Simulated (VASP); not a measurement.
# Cr (Im-3m) in VASP: single point with PBE

Aim: the single point of Cr with PBE.

All numbers are computed with VASP 6.6.1; they aren't measurements. Logs are shortened: lines on timing, memory, paths and dates and some standing lists are left out, and cuts for length are marked.

### Step 1. The cell of the first run

It takes space group Im-3m (No. 229, cubic). The conventional cell has a = 2.848 Å, b = 2.848 Å, c = 2.848 Å, α = 90.00°, β = 90.00°, γ = 90.00°. Cr (site symmetry m-3m) has 14 Cr at 2.47 to 2.85 Å within 3.3 Å.

### Step 2. Single point, PBE

INCAR reads:

```
SYSTEM = Cr
PREC = Accurate
ENCUT = 700
EDIFF = 1E-6
ISMEAR = 0
SIGMA = 0.1
LREAL = .FALSE.
LASPH = .TRUE.
NELM = 120
ALGO = Normal
ISIF = 2
LWAVE = .FALSE.
LCHARG = .TRUE.
GGA = PE
LELF = .TRUE.
LVHAR = .TRUE.
NBANDS = 13
GGA_COMPAT = .FALSE.
```

KPOINTS reads:

```
Automatic mesh
0
G
  20 20 20
  0 0 0
```

POSCAR reads:

```
Cr
1.0
   -1.4238877279      1.4238877279      1.4238877279
    1.4238877279     -1.4238877279      1.4238877279
    1.4238877279      1.4238877279     -1.4238877279
Cr
1
Direct
    0.0000000000      0.0000000000      0.0000000000
```

Potentials or basis: VASP PAW PBE potentials, release 64 (Cr_sv).

Launch:

```console
cat potpaw_PBE.64/Cr_sv/POTCAR > POTCAR
mpirun -np 1 vasp_std > vasp.out
```

OUTCAR:

```text
SYSTEM = Cr
   PREC = Accurate
   ENCUT = 700
   EDIFF = 1E-6
   ISMEAR = 0
   LREAL = .FALSE.
   LASPH = .TRUE.
   NELM = 120
   ISIF = 2
   GGA = PE

 ion  position               nearest neighbor table
   1  0.000  0.000  0.000-

  LATTYP: Found a body centered cubic cell.
 ALAT       =     2.8477754558

  Lattice vectors:

 A1 = (  -1.4238877279,   1.4238877279,   1.4238877279)
 A2 = (   1.4238877279,  -1.4238877279,   1.4238877279)
 A3 = (   1.4238877279,   1.4238877279,  -1.4238877279)

Analysis of symmetry for initial positions (statically):
=====================================================================
 Subroutine PRICEL returns:
 Original cell was already a primitive cell.

 Routine SETGRP: Setting up the symmetry group for a
 body centered cubic supercell.

 Subroutine GETGRP returns: Found 48 space group operations
 (whereof 48 operations were pure point group operations)
 out of a pool of 48 trial point group operations.

The static configuration has the point symmetry O_h .

Analysis of symmetry for dynamics (positions and initial velocities):
=====================================================================
 Subroutine PRICEL returns:
 Original cell was already a primitive cell.

 Routine SETGRP: Setting up the symmetry group for a
 body centered cubic supercell.

 Subroutine GETGRP returns: Found 48 space group operations
 (whereof 48 operations were pure point group operations)
 out of a pool of 48 trial point group operations.

The dynamic configuration has the point symmetry O_h .

 Subroutine INISYM returns: Found 48 space group operations
 (whereof 48 operations are pure point group operations),
 and found     1 'primitive' translations

----------------------------------------------------------------------------------------

                                     Primitive cell

  volume of cell :      11.5475

  direct lattice vectors                    reciprocal lattice vectors
    -1.423887728  1.423887728  1.423887728     0.000000000  0.351151281  0.351151281
     1.423887728 -1.423887728  1.423887728     0.351151281  0.000000000  0.351151281
     1.423887728  1.423887728 -1.423887728     0.351151281  0.351151281  0.000000000

  length of vectors
     2.466245889  2.466245889  2.466245889     0.496602904  0.496602904  0.496602904

  position of ions in fractional coordinates (direct lattice)
     0.000000000  0.000000000  0.000000000

  ion indices of the primitive-cell ions
   primitive index   ion index
                 1           1

----------------------------------------------------------------------------------------

 KPOINTS: Automatic mesh

Automatic generation of k-mesh.
 Grid dimensions read from file:
 generate k-points for:   20   20   20

 Generating k-lattice:

  Cartesian coordinates                     Fractional coordinates (reciprocal lattice)
     0.000000000  0.017557564  0.017557564     0.050000000  0.000000000  0.000000000
     0.017557564  0.000000000  0.017557564     0.000000000  0.050000000  0.000000000
     0.017557564  0.017557564  0.000000000     0.000000000  0.000000000  0.050000000

  Length of vectors
     0.024830145  0.024830145  0.024830145

  Shift w.r.t. Gamma in fractional coordinates (k-lattice)
     0.000000000  0.000000000  0.000000000

 Subroutine IBZKPT returns following result:
 ===========================================

 Found    256 irreducible k-points:

 Following reciprocal coordinates:
            Coordinates               Weight
  0.000000  0.000000  0.000000      1.000000
  0.050000  0.000000  0.000000     12.000000
  0.100000  0.000000  0.000000     12.000000
  0.150000  0.000000  0.000000     12.000000
  0.200000  0.000000  0.000000     12.000000
  0.250000  0.000000  0.000000     12.000000
[... 16 lines left out ...]
  0.200000  0.100000  0.000000     48.000000
  0.250000  0.100000 -0.000000     48.000000
 [... further k-points ...]
   k-points           NKPTS =    256   k-points in BZ     NKDIM =    256   number of bands    NBANDS=     13
   number of dos      NEDOS =    301   number of ions     NIONS =      1
   total plane-waves  NPLWV =  13824
   dimension x,y,z NGX =    24 NGY =   24 NGZ =   24
   dimension x,y,z NGXF=    48 NGYF=   48 NGZF=   48
   ions per type =               1
   NGX,Y,Z   is equivalent  to a cutoff of  16.18, 16.18, 16.18 a.u.
   NGXF,Y,Z  is equivalent  to a cutoff of  32.36, 32.36, 32.36 a.u.
 SYSTEM =  Cr
   PREC   = accura    normal or accurate (medium, high low for compatibility)
   ISTART =      0    job   : 0-new  1-cont  2-samecut
   ICHARG =      2    charge: 1-file 2-atom 10-const
   ISPIN  =      1    spin polarized calculation?
   LNONCOLLINEAR =      F non collinear calculations
   LSORBIT =      F    spin-orbit coupling
   LASPH  =      T    aspherical Exc in radial PAW
   ENCUT  =  700.0 eV  51.45 Ry    7.17 a.u.   5.32  5.32  5.32*2*pi/ulx,y,z
   NELM   =    120;   NELMIN=  2; NELMDL= -5     # of ELM steps
   EDIFF  = 0.1E-05   stopping-criterion for ELM
   LREAL  =      F    real-space projection
   EDIFFG = 0.1E-04   stopping-criterion for IOM
   NSW    =      0    number of steps for IOM
   IBRION =     -1    ionic relax: 0-MD 1-quasi-New 2-CG
   NFREE  =      0    steps in history (QN), initial steepest desc. (CG)
   ISIF   =      2    stress and relaxation
   ISYM   =      2    0-nonsym 1-usesym 2-fastsym
   POTIM  = 0.5000    time-step for ionic-motion
   TEBEG  =    0.0;   TEEND  =   0.0 temperature during run
   PSTRESS=    0.0 pullay stress
   NELECT =      14.0000    total number of electrons
   NUPDOWN=      -1.0000    fix difference up-down
   EMIN   =  10.00;   EMAX   =-10.00  energy-range for DOS
   EFERMI =   0.00;   METHOD = LEGACY
   ISMEAR =     0;   SIGMA  =   0.10  broadening in eV -4-tet -1-fermi 0-gaus
   EFERMI_NEDOS =   21; number of points for ismear=-14 and -15
   IALGO  =     38    algorithm
   IMIX   =      4    mixing-type and parameters
     AMIX     =   0.40;   BMIX     =  1.00
     AMIX_MAG =   1.60;   BMIX_MAG =  1.00
  volume/ion in A,a.u.               =      11.55        77.93
  Fermi-wavevector in a.u.,A,eV,Ry     =   1.745642  3.298784 41.460555  3.047265
  Thomas-Fermi vector in A             =   2.817289
   LORBIT       =      0    0 simple, 1 ext, 2 COOP (PROOUT), +10 PAW based schemes
   GGA     = PE    functional components
   LHFCALC =     F    Hartree Fock is set to
   AEXX    =    0.0000 exact exchange contribution
   IVDW    =     0    specifies the selected vdW correction
   LEPSILON=     F    determine dielectric tensor
   LRPA    =     F    only Hartree local field effects (RPA)
 non-spin polarized calculation
 Gauss-broadening in eV      SIGMA  =   0.10
  energy-cutoff  :      700.00
  volume of cell :       11.55
 maximum number of plane-waves:       498
 NGX is ok and might be reduce to    24
   NGX = 11   NGY = 11   NGZ = 11

 number of electron      13.9999995 magnetization

 Free energy of the ion-electron system (eV)
  ---------------------------------------------------
  ext. energy  EPLUGINS =         0.00000000
  ---------------------------------------------------
  free energy    TOTEN  =        -9.61288269 eV

  energy without entropy =       -9.60938857  energy(sigma->0) =       -9.61113563

 E-fermi :  14.0229     XC(G=0): -13.7382

 val. band max:       14.0157050003   @ k =   0.1000   0.0500   0.0500
 cond. band min:      14.0387404141   @ k =  -0.1500   0.2000   0.1000
 fundamental gap:      0.0230354137
 Fermi energy:        14.0229363936

 k-point     1 :       0.0000    0.0000    0.0000
  band No.  band energies     occupation
      1     -57.9226      2.00000
      2     -28.6782      2.00000
      3     -28.6782      2.00000
      4     -28.6782      2.00000
      5       6.1005      2.00000
      6      13.0946      2.00000
      7      13.0946      2.00000
      8      13.0946      2.00000
      9      15.1610      0.00000
     10      15.1610      0.00000
     11      36.3712      0.00000
     12      36.3712      0.00000
     13      36.3712      0.00000

 k-point     2 :       0.0500    0.0000    0.0000
  band No.  band energies     occupation
      1     -57.9176      2.00000
      2     -28.7020      2.00000
      3     -28.6856      2.00000
      4     -28.6785      2.00000
      5       6.2100      2.00000
      6      13.0515      2.00000
      7      13.0878      2.00000
      8      13.1694      2.00000
      9      15.1118      0.00000
     10      15.1639      0.00000
     11      36.0783      0.00000
     12      36.3339      0.00000
     13      36.4381      0.00000

 k-point     3 :       0.1000    0.0000    0.0000
  band No.  band energies     occupation
      1     -57.9030      2.00000
      2     -28.7701      2.00000
      3     -28.7067      2.00000
      4     -28.6790      2.00000
      5       6.5318      2.00000
      6      12.9281      2.00000
      7      13.0574      2.00000
      8      13.3902      2.00000
      9      14.9903      0.00000
     10      15.1739      0.00000
     11      35.2662      0.00000
     12      36.1534      0.00000
     13      36.6258      0.00000

 k-point     4 :       0.1500    0.0000    0.0000
  band No.  band energies     occupation
      1     -57.8802      2.00000
      2     -28.8752      2.00000
      3     -28.7393      2.00000
      4     -28.6797      2.00000
      5       7.0422      2.00000
      6      12.7410      2.00000
      7      12.9811      2.00000
      8      13.7449      1.99992
      9      14.8645      0.00000
     10      15.1937      0.00000
     11      34.0424      0.00000
     12      35.6920      0.00000
     13      36.8980      0.00000

 k-point     5 :       0.2000    0.0000    0.0000
  band No.  band energies     occupation
      1     -57.8513      2.00000
      2     -29.0063      2.00000
      3     -28.7802      2.00000
      4     -28.6806      2.00000
      5       7.6939      2.00000
      6      12.5128      2.00000
      7      12.8597      2.00000
      8      14.2125      0.00734
      9      14.8035      0.00000
     10      15.2262      0.00000
     11      32.4994      0.00000
     12      34.9286      0.00000
     13      37.2075      0.00000

 k-point     6 :       0.2500    0.0000    0.0000
  band No.  band energies     occupation
      1     -57.8192      2.00000
      2     -29.1499      2.00000
      3     -28.8253      2.00000
      4     -28.6816      2.00000
      5       8.4013      2.00000
      6      12.2693      2.00000
      7      12.7690      2.00000
      8      14.7621      0.00000
      9      14.8301      0.00000
     10      15.2724      0.00000
     11      30.7451      0.00000
     12      34.0042      0.00000
     13      37.5103      0.00000

 k-point     7 :       0.3000    0.0000    0.0000
  band No.  band energies     occupation
      1     -57.7869      2.00000
      2     -29.2917      2.00000
      3     -28.8701      2.00000
      4     -28.6826      2.00000
      5       9.0206      2.00000
      6      12.0348      2.00000
      7      12.8676      2.00000
      8      14.9197      0.00000
      9      15.3299      0.00000
     10      15.3510      0.00000
     11      28.9046      0.00000
     12      33.0799      0.00000
     13      37.7748      0.00000
[... 193 lines left out ...]
 k-point    20 :       0.4500    0.0500    0.0000
  band No.  band energies     occupation
      1     -57.7141      2.00000
      2     -29.5901      2.00000
      3     -28.9740      2.00000
      4     -28.6940      2.00000
      5       9.6135      2.00000
      6      11.5600      2.00000
      7      14.5571      0.00000
      8      15.1478      0.00000
      9      15.7166      0.00000
     10      17.0872      0.00000
     11      24.0074      0.00000
     12      31.0136      0.00000
     13      34.7343      0.00000

 k-point    21 :       0.1000    0.1000    0.0000
  band No.  band energies     occupation
      1     -57.8673      2.00000
      2     -28.9320      2.00000
      3     -28.7388      2.00000
      4     -28.7009      2.00000
      5       7.3378      2.00000
      6      12.7175      2.00000
      7      12.8039      2.00000
      8      14.0068      1.18004
      9      14.7556      0.00000
     10      15.2579      0.00000
     11      33.7240      0.00000
     12      34.8590      0.00000
     13      37.2373      0.00000

 k-point    22 :       0.1500    0.1000    0.0000
  band No.  band energies     occupation
      1     -57.8398      2.00000
      2     -29.0496      2.00000
      3     -28.7782      2.00000
      4     -28.7078      2.00000
      5       7.9736      2.00000
      6      12.5125      2.00000
      7      12.6418      2.00000
      8      14.5025      0.00000
      9      14.6809      0.00000
     10      15.3279      0.00000
     11      32.4542      0.00000
     12      33.8793      0.00000
     13      37.5698      0.00000

 k-point    23 :       0.2000    0.1000    0.0000
  band No.  band energies     occupation
      1     -57.8092      2.00000
      2     -29.1765      2.00000
      3     -28.8280      2.00000
      4     -28.7112      2.00000
      5       8.6710      2.00000
      6      12.2699      2.00000
      7      12.5217      2.00000
      8      14.6893      0.00000
      9      15.0861      0.00000
     10      15.4097      0.00000
     11      30.8216      0.00000
     12      32.9652      0.00000
     13      37.5018      0.00000

 k-point    24 :       0.2500    0.1000   -0.0000
  band No.  band energies     occupation
      1     -57.7785      2.00000
      2     -29.3010      2.00000
      3     -28.8797      2.00000
      4     -28.7136      2.00000
      5       9.2914      2.00000
      6      12.0391      2.00000
      7      12.5496      2.00000
      8      14.7824      0.00000
      9      15.4410      0.00000
     10      15.7725      0.00000
     11      29.0133      0.00000
     12      32.1441      0.00000
     13      36.5196      0.00000

 [... further k-points ...]
[... 5 lines left out ...]
  --------------------------------------------------------------------------------------
  -------------------------------------------------------------------------------------
  Total       -0.0827561     -0.0827561     -0.0827561      0.0000000      0.0000000     -0.0000000
  in kB      -11.4821532    -11.4821532    -11.4821532      0.0000000      0.0000000     -0.0000000
  external PRESSURE =     -11.4821532 kB  Pullay stress =       0.0000000 kB

 VOLUME and BASIS-vectors are now :
 -----------------------------------------------------------------------------
  energy-cutoff  :      700.00
  volume of cell :       11.55
      direct lattice vectors                 reciprocal lattice vectors
    -1.423887728  1.423887728  1.423887728     0.000000000  0.351151281  0.351151281
     1.423887728 -1.423887728  1.423887728     0.351151281  0.000000000  0.351151281
     1.423887728  1.423887728 -1.423887728     0.351151281  0.351151281  0.000000000

 POSITION                                       TOTAL-FORCE (eV/Angst)
 -----------------------------------------------------------------------------------
      0.00000      0.00000      0.00000         0.000000      0.000000      0.000000
 -----------------------------------------------------------------------------------
    total drift:                                0.000000      0.000000     -0.000000

  FREE ENERGIE OF THE ION-ELECTRON SYSTEM (eV)
  ---------------------------------------------------
  free  energy   TOTEN  =        -9.6128826907 eV

  energy  without entropy=       -9.6093885658  energy(sigma->0) =       -9.61113563
```

It took 45 s on 1 thread of Intel Xeon Platinum 8259CL at 2.50GHz (Skylake/Cascade Lake), shared host; peak memory 0.18 GiB.

What came out:

- Free energy: -9.6129 eV
- Pressure: -1.1 GPa
- Band gap on the k mesh: zero (bands 7 and 8 overlap by 3.37 eV)

Levels at points of the mesh, in eV from the Fermi level:
```
           k point  band 5  band 6  band 7  band 8  band 9  band 10
(0.00, 0.00, 0.00)   -7.92   -0.93   -0.93   -0.93    1.14     1.14
(0.50, 0.00, 0.00)   -4.48   -2.48    1.04    1.14    1.48     2.84
(0.50, 0.50, 0.50)   -4.35   -4.35    2.45    2.45    2.45    10.55
```

Caveat: the run has no spin polarisation, though such a crystal can be magnetic. Spin polarisation is off, so any magnetic state and its effect on volume and gap are missing.

The gap in the log of VASP goes by the Fermi energy; the results here count the filled bands.